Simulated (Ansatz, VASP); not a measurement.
**One calculation of TaN, two programs**

File INCAR:

```
SYSTEM = TaN
  PREC = Accurate
  ENCUT = 520
  EDIFF = 1E-7
  ISMEAR = 0
  SIGMA = 0.15
  LREAL = .False.
  LASPH = .True.
  NELM = 100
  ALGO = Normal
  ISIF = 2
  LWAVE = .False.
  LCHARG = .False.
  GGA = PE
  NBANDS = 15
```

File KPOINTS:

```
regular mesh
0
Gamma
  20 20 20
  0 0 0
```

The input POSCAR:

```
TaN
1.0
   -0.1320156899      2.1441168941      2.1441168941
    2.1441168941     -0.1320156899      2.1441168941
    2.1441168941      2.1441168941     -0.1320156899
Ta N
1 1
Direct
    0.5000000000      0.5000000000      0.5000000000
    0.0000000000      0.0000000000      0.0000000000
```

Input for Ansatz:

```yaml
crystal:
  lattice:
    - [-0.1320156899, 2.1441168941, 2.1441168941]
    - [2.1441168941, -0.1320156899, 2.1441168941]
    - [2.1441168941, 2.1441168941, -0.1320156899]
  atoms:
    - { symbol: Ta, position: [0.5, 0.5, 0.5] }
    - { symbol: "N", position: [0.0, 0.0, 0.0] }
basis:
  ecutwfc: 520.0
kpoints:
  mp_grid: { grid: [20, 20, 20] }
hamiltonian:
  xc: pbe
  pseudopotentials: { kind: paw, azcp: { folder: soft_1 } }
scf:
  occupations: { method: gaussian, width: 0.15 }
output:
  forces: true
  stress: true
  eigenvalues: true
  write_density: true
  write_potential: true
  elf: true
  volumetric_format: npy
```

Alike in both runs: task single point; functional PBE; k mesh 20 × 20 × 20; occupations gaussian, width 0.15 eV; no spin polarisation.

|  | VASP | Ansatz |
| --- | --- | --- |
| version | VASP 6.6.1 | Ansatz 0.2.0 |
| potentials or method | VASP PAW PBE potentials, release 64 (Ta_pv, N), cutoff 520 eV | scalar-relativistic, plane waves, PAW |
| valence electrons in the cell | 16 | 18 |

Ansatz gave:

* gap on the k mesh at the Fermi level (eV): none
* pressure (GPa): 0.4
* traceless stress, the component that is largest in VASP (GPa): 4.43

Problem. Which values does VASP return?

Solution. gap on the k mesh at the Fermi level (eV): none; pressure (GPa): 1.4; traceless stress, the component that is largest in VASP (GPa): 4.38.

A gap of «none» marks a metal or a gap that the smearing closes. With one functional, cell and mesh, what is left measures potentials, basis and numerics. VASP's potentials hold 16 valence electrons a cell and Ansatz's 18, so a difference there can come from the potentials and not from the codes.

Neither program's run includes spin-orbit coupling.
